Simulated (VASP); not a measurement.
# Sb (R-3m) in VASP: settings compared

Sb is run at these levels: PBE, LDA; tasks: single point.

Everything below comes from runs of VASP 6.6.1. Logs are shortened: lines on timing, memory, paths and dates and some standing lists are left out, and cuts for length are marked.

## Step 1: The cell of the first run

Symmetry: R-3m, No. 166, trigonal system. Conventional cell: a = 4.308 Å, b = 4.308 Å, c = 11.274 Å, α = 90.00°, β = 90.00°, γ = 120.00°. Sb (site symmetry 3m) has 6 Sb at 2.91 to 3.35 Å within 3.8 Å.

## Step 2: Single point, PBE, non-collinear spin, zero start, spin-orbit coupling

INCAR reads:

```
SYSTEM = Sb
ALGO = Normal
EDIFF = 1E-6
ENCUT = 520
GGA = PE
GGA_COMPAT = .False.
ISIF = 2
ISMEAR = -1
LASPH = .True.
LCHARG = .False.
LORBIT = 11
LORBMOM = .True.
LREAL = .False.
LSORBIT = .True.
LWAVE = .False.
MAGMOM = 0 0 0 0 0 0
NBANDS = 22
NELM = 150
PREC = Accurate
SIGMA = 0.05
```

KPOINTS reads:

```
k-points
0
Gamma
  8 8 8
  0 0 0
```

POSCAR reads:

```
Sb
1.0
    2.1542000000      1.2437279499      3.7580000000
   -2.1542000000      1.2437279499      3.7580000000
    0.0000000000     -2.4874558998      3.7580000000
Sb
2
Direct
    0.7665100000      0.7665100000      0.7665100000
    0.2334900000      0.2334900000      0.2334900000
```

Potentials or basis: VASP PAW PBE potentials, release 64 (Sb).

Launch:

```sh
$ cat potpaw_PBE.64/Sb/POTCAR > POTCAR
$ mpirun -np 1 vasp_ncl > vasp.out
```

OUTCAR:

```text
SYSTEM = Sb
   EDIFF = 1E-6
   ENCUT = 520
   GGA = PE
   ISIF = 2
   ISMEAR = -1
   LASPH = .True.
   LORBIT = 11
   LREAL = .False.
   LSORBIT = .True.
   NELM = 150
   PREC = Accurate

 ion  position               nearest neighbor table
   1  0.767  0.767  0.767-   2 2.91   2 2.91   2 2.91   2 3.35   2 3.35   2 3.35
   2  0.233  0.233  0.233-   1 2.91   1 2.91   1 2.91   1 3.35   1 3.35   1 3.35

  LATTYP: Found a trigonal (rhomboedric) cell.
 ALAT       =     4.5066618304
 COS(alpha) =     0.5430253624

  Lattice vectors:

 A1 = (   2.1542000000,   1.2437279499,   3.7580000000)
 A2 = (  -2.1542000000,   1.2437279499,   3.7580000000)
 A3 = (   0.0000000000,  -2.4874558998,   3.7580000000)

Analysis of symmetry for initial positions (statically):
=====================================================================
 Subroutine PRICEL returns:
 Original cell was already a primitive cell.

 Routine SETGRP: Setting up the symmetry group for a
 trigonal (rhombohedral) supercell.

 Subroutine GETGRP returns: Found 12 space group operations
 (whereof 12 operations were pure point group operations)
 out of a pool of 12 trial point group operations.

The static configuration has the point symmetry D_3d.

Analysis of symmetry for dynamics (positions and initial velocities):
=====================================================================
 Subroutine PRICEL returns:
 Original cell was already a primitive cell.

 Routine SETGRP: Setting up the symmetry group for a
 trigonal (rhombohedral) supercell.

 Subroutine GETGRP returns: Found 12 space group operations
 (whereof 12 operations were pure point group operations)
 out of a pool of 12 trial point group operations.

The dynamic configuration has the point symmetry D_3d.

Analysis of structural, dynamic, and magnetic symmetry:
=====================================================================
 Subroutine PRICEL returns:
 Original cell was already a primitive cell.

 Routine SETGRP: Setting up the symmetry group for a
 trigonal (rhombohedral) supercell.

 Subroutine GETGRP returns: Found 12 space group operations
 (whereof 12 operations were pure point group operations)
 out of a pool of 12 trial point group operations.

The overall configuration has the point symmetry D_3d.

 Subroutine INISYM returns: Found 12 space group operations
 (whereof 12 operations are pure point group operations),
 and found     1 'primitive' translations

----------------------------------------------------------------------------------------

                                     Primitive cell

  volume of cell :      60.4115

  direct lattice vectors                    reciprocal lattice vectors
     2.154200000  1.243727950  3.758000000     0.232104726  0.134005726  0.088699663
    -2.154200000  1.243727950  3.758000000    -0.232104726  0.134005726  0.088699663
     0.000000000 -2.487455900  3.758000000     0.000000000 -0.268011452  0.088699663

  length of vectors
     4.506661830  4.506661830  4.506661830     0.282307932  0.282307932  0.282307932

  position of ions in fractional coordinates (direct lattice)
     0.766510000  0.766510000  0.766510000
     0.233490000  0.233490000  0.233490000

  ion indices of the primitive-cell ions
   primitive index   ion index
                 1           1
                 2           2

----------------------------------------------------------------------------------------

 KPOINTS: k-points

Automatic generation of k-mesh.
 Grid dimensions read from file:
 generate k-points for:    8    8    8

 Generating k-lattice:

  Cartesian coordinates                     Fractional coordinates (reciprocal lattice)
[... 93 lines left out ...]
 maximum number of plane-waves:      3276
 NGX is ok and might be reduce to    36
   NGX = 17   NGY = 17   NGZ = 17

 number of electron      10.0000000 magnetization       0.0000000      0.0000000      0.0000000

 number of electron      10.0000000 magnetization       0.0000000     -0.0000000     -0.0000000

 Free energy of the ion-electron system (eV)
  ---------------------------------------------------
  ext. energy  EPLUGINS =         0.00000000
  ---------------------------------------------------
  free energy    TOTEN  =        -8.39139599 eV

  energy without entropy =       -8.38929424  energy(sigma->0) =       -8.39034511

 E-fermi :   7.3290     XC(G=0):  -9.5275

 val. band max:        7.3239520751   @ k =   0.3750   0.1250   0.1250
 cond. band min:       7.4972632494   @ k =   0.3750   0.1250   0.1250
 fundamental gap:      0.1733111743
 Fermi energy:         7.3290245074

 k-point     1 :       0.0000    0.0000    0.0000
  band No.  band energies     occupation
      1      -5.4316      1.00000
      2      -5.4316      1.00000
      3       2.5029      1.00000
      4       2.5029      1.00000
      5       4.8777      1.00000
      6       4.8777      1.00000
[... 589 lines left out ...]
     21      14.4708      0.00000
     22      14.4708      0.00000

 [... further k-points ...]

------------------------ aborting loop because EDIFF is reached ----------------------------------------

  FORCE on cell =-STRESS in cart. coord.  units (eV):
  Direction    XX          YY          ZZ          XY          YZ          ZX
  --------------------------------------------------------------------------------------
  -------------------------------------------------------------------------------------
  Total        1.1707565      1.1707565      0.9117470      0.0000000      0.0000000     -0.0000000
  in kB       31.0497223     31.0497223     24.1805120      0.0000000      0.0000000     -0.0000000
  external PRESSURE =      28.7599855 kB  Pullay stress =       0.0000000 kB

 VOLUME and BASIS-vectors are now :
 -----------------------------------------------------------------------------
  energy-cutoff  :      520.00
  volume of cell :       60.41
      direct lattice vectors                 reciprocal lattice vectors
     2.154200000  1.243727950  3.758000000     0.232104726  0.134005726  0.088699663
    -2.154200000  1.243727950  3.758000000    -0.232104726  0.134005726  0.088699663
     0.000000000 -2.487455900  3.758000000     0.000000000 -0.268011452  0.088699663

 POSITION                                       TOTAL-FORCE (eV/Angst)
 -----------------------------------------------------------------------------------
      0.00000      0.00000      8.64163         0.000000      0.000000     -0.204759
      0.00000      0.00000      2.63237         0.000000      0.000000      0.204759
 -----------------------------------------------------------------------------------
    total drift:                               -0.000000     -0.000000     -0.000000

  FREE ENERGIE OF THE ION-ELECTRON SYSTEM (eV)
  ---------------------------------------------------
  free  energy   TOTEN  =        -8.3913959863 eV

  energy  without entropy=       -8.3892942436  energy(sigma->0) =       -8.39034511

 orbital moment (x)

 # of ion     p       d       tot
 ----------------------------------------
  1         0.000   0.000   0.000
  2         0.000   0.000   0.000
 ----------------------------------------
            0.000   0.000   0.000

 orbital moment (y)

 # of ion     p       d       tot
 ----------------------------------------
  1        -0.000  -0.000  -0.000
  2        -0.000  -0.000  -0.000
 ----------------------------------------
           -0.000  -0.000  -0.000

 orbital moment (z)

 # of ion     p       d       tot
 ----------------------------------------
  1         0.000   0.000   0.000
  2         0.000   0.000   0.000
 ----------------------------------------
            0.000   0.000   0.000

 Spin-Orbit-Coupling matrix elements

 Ion:    1  E_soc:     -0.1359016
 l=   1
     0.0000000    -0.0226367    -0.0223330
    -0.0226367     0.0000000    -0.0226367
    -0.0223330    -0.0226367     0.0000000
 l=   2
     0.0000000    -0.0000247     0.0000000    -0.0000247    -0.0000869
    -0.0000247     0.0000000    -0.0000646    -0.0000291    -0.0000247
     0.0000000    -0.0000646     0.0000000    -0.0000646     0.0000000
    -0.0000247    -0.0000291    -0.0000646     0.0000000    -0.0000247
    -0.0000869    -0.0000247     0.0000000    -0.0000247     0.0000000
 l=   3
     0.0000000     0.0000000     0.0000000     0.0000000     0.0000000     0.0000000     0.0000000
     0.0000000     0.0000000     0.0000000     0.0000000     0.0000000     0.0000000     0.0000000
     0.0000000     0.0000000     0.0000000     0.0000000     0.0000000     0.0000000     0.0000000
     0.0000000     0.0000000     0.0000000     0.0000000     0.0000000     0.0000000     0.0000000
     0.0000000     0.0000000     0.0000000     0.0000000     0.0000000     0.0000000     0.0000000
     0.0000000     0.0000000     0.0000000     0.0000000     0.0000000     0.0000000     0.0000000
     0.0000000     0.0000000     0.0000000     0.0000000     0.0000000     0.0000000     0.0000000

 Ion:    2  E_soc:     -0.1359016
 l=   1
     0.0000000    -0.0226367    -0.0223330
    -0.0226367     0.0000000    -0.0226367
    -0.0223330    -0.0226367     0.0000000
 l=   2
     0.0000000    -0.0000247     0.0000000    -0.0000247    -0.0000869
    -0.0000247     0.0000000    -0.0000646    -0.0000291    -0.0000247
     0.0000000    -0.0000646     0.0000000    -0.0000646     0.0000000
    -0.0000247    -0.0000291    -0.0000646     0.0000000    -0.0000247
    -0.0000869    -0.0000247     0.0000000    -0.0000247     0.0000000
 l=   3
     0.0000000     0.0000000     0.0000000     0.0000000     0.0000000     0.0000000     0.0000000
     0.0000000     0.0000000     0.0000000     0.0000000     0.0000000     0.0000000     0.0000000
     0.0000000     0.0000000     0.0000000     0.0000000     0.0000000     0.0000000     0.0000000
     0.0000000     0.0000000     0.0000000     0.0000000     0.0000000     0.0000000     0.0000000
     0.0000000     0.0000000     0.0000000     0.0000000     0.0000000     0.0000000     0.0000000
     0.0000000     0.0000000     0.0000000     0.0000000     0.0000000     0.0000000     0.0000000
     0.0000000     0.0000000     0.0000000     0.0000000     0.0000000     0.0000000     0.0000000

 total charge

# of ion       s       p       d       tot
------------------------------------------
    1        1.214   1.154   0.036   2.403
    2        1.214   1.154   0.036   2.403
--------------------------------------------------
tot          2.428   2.307   0.072   4.807

 magnetization (x)

# of ion       s       p       d       tot
------------------------------------------
    1       -0.000   0.000  -0.000   0.000
    2       -0.000   0.000  -0.000   0.000
--------------------------------------------------
tot         -0.000   0.000  -0.000   0.000

 magnetization (y)

# of ion       s       p       d       tot
------------------------------------------
    1        0.000   0.000   0.000   0.000
    2        0.000   0.000   0.000   0.000
--------------------------------------------------
tot          0.000   0.000   0.000   0.000

 magnetization (z)

# of ion       s       p       d       tot
------------------------------------------
    1        0.000   0.000   0.000   0.000
    2        0.000   0.000   0.000   0.000
--------------------------------------------------
tot          0.000   0.000   0.000   0.000
```

Run time: 7.4 min. Hardware: 1 thread of AMD EPYC 7R13, shared host; peak memory 0.4 GiB.

Results:

* Free energy: -8.3914 eV
* Pressure: 2.9 GPa
* Largest force: 0.205 eV/Å
* Net moment: 0.00 μB per cell
* Valence electrons inside the program's atomic spheres: Sb 2.40

Forces on the atoms (eV/Å):
```
Sb   0.000  0.000 -0.205
Sb   0.000  0.000  0.205
```

Moments on the atoms (μB; x, y, z):
```
Sb  0.00 0.00 0.00
Sb  0.00 0.00 0.00
```

## Step 3: Single point, LDA

This run uses another cell than the first one, of 29.23 Å³/atom.

INCAR reads:

```
ALGO = Normal
EDIFF = 1E-7
ENCUT = 520
GGA = CA
ISIF = 2
ISMEAR = -1
LASPH = T
LCHARG = F
LREAL = F
LWAVE = F
NBANDS = 12
NELM = 100
PREC = Accurate
SIGMA = 0.05
```

KPOINTS reads:

```
k-points
0
Gamma
  8 8 8
```

POSCAR reads:

```
Sb
1.0
    2.1484796699      1.2404253158      3.6558536311
   -2.1484796699      1.2404253158      3.6558536311
    0.0000000000     -2.4808506316      3.6558536311
Sb
2
Direct
    0.7645011712      0.7645011712      0.7645011712
    0.2354988288      0.2354988288      0.2354988288
```

Potentials or basis: VASP PAW LDA potentials, release 64 (Sb).

Launch:

```sh
$ cat potpaw_LDA.64/Sb/POTCAR > POTCAR
$ mpirun -np 1 vasp_std > vasp.out
```

OUTCAR:

```text
EDIFF = 1E-7
   ENCUT = 520
   GGA = CA
   ISIF = 2
   ISMEAR = -1
   LASPH = T
   LREAL = F
   NELM = 100
   PREC = Accurate

 ion  position               nearest neighbor table
   1  0.765  0.765  0.765-   2 2.90   2 2.90   2 2.90   2 3.28   2 3.28   2 3.28
   2  0.235  0.235  0.235-   1 2.90   1 2.90   1 2.90   1 3.28   1 3.28   1 3.28

  LATTYP: Found a trigonal (rhomboedric) cell.
 ALAT       =     4.4181314634
 COS(alpha) =     0.5270500063
[... 547 lines left out ...]

 [... further k-points ...]

------------------------ aborting loop because EDIFF is reached ----------------------------------------

  FORCE on cell =-STRESS in cart. coord.  units (eV):
  Direction    XX          YY          ZZ          XY          YZ          ZX
  --------------------------------------------------------------------------------------
  -------------------------------------------------------------------------------------
  Total        0.1088866      0.1088866      0.0731033      0.0000000     -0.0000000      0.0000000
  in kB        2.9843050      2.9843050      2.0035744      0.0000000     -0.0000000      0.0000000
  external PRESSURE =       2.6573948 kB  Pullay stress =       0.0000000 kB

 VOLUME and BASIS-vectors are now :
 -----------------------------------------------------------------------------
  energy-cutoff  :      520.00
  volume of cell :       58.46
      direct lattice vectors                 reciprocal lattice vectors
     2.148479670  1.240425316  3.655853631     0.232722705  0.134362516  0.091177976
    -2.148479670  1.240425316  3.655853631    -0.232722705  0.134362516  0.091177976
     0.000000000 -2.480850632  3.655853631     0.000000000 -0.268725033  0.091177976

 POSITION                                       TOTAL-FORCE (eV/Angst)
 -----------------------------------------------------------------------------------
      0.00000      0.00000      8.38471         0.000000     -0.000000     -0.059066
      0.00000      0.00000      2.58285         0.000000      0.000000      0.059066
 -----------------------------------------------------------------------------------
    total drift:                               -0.000000     -0.000000     -0.000000

  FREE ENERGIE OF THE ION-ELECTRON SYSTEM (eV)
  ---------------------------------------------------
  free  energy   TOTEN  =        -9.6354207861 eV

  energy  without entropy=       -9.6328141973  energy(sigma->0) =       -9.63411749
```

stdout:

```text
POSCAR found type information on POSCAR Sb
 POSCAR found :  1 types and       2 ions
 scaLAPACK will be used
 LDA part: xc-table for (Slater(with rela. corr.)+CA(PZ))
 , standard interpolation
 POSCAR, INCAR and KPOINTS ok, starting setup
 FFT: planning ... GRIDC
 FFT: planning ... GRID_SOFT
 FFT: planning ... GRID
 WAVECAR not read
 entering main loop
```

Wall time 53 s (1 thread of Intel Xeon 8259CL, shared host); peak memory 0.19 GiB.

Results:

```yaml
Free_energy: -9.6354 eV
Pressure: 0.3 GPa
Largest_force: 0.059 eV/Å
Band_gap_on_the_k_mesh: zero (bands 5 and 6 overlap by 0.24 eV)
```

Forces in eV/Å, atoms in the order of the input:
```
Sb   0.000  0.000 -0.059
Sb   0.000  0.000  0.059
```

Caveat: spin-orbit coupling is left out, which moves the levels of the heavy elements.
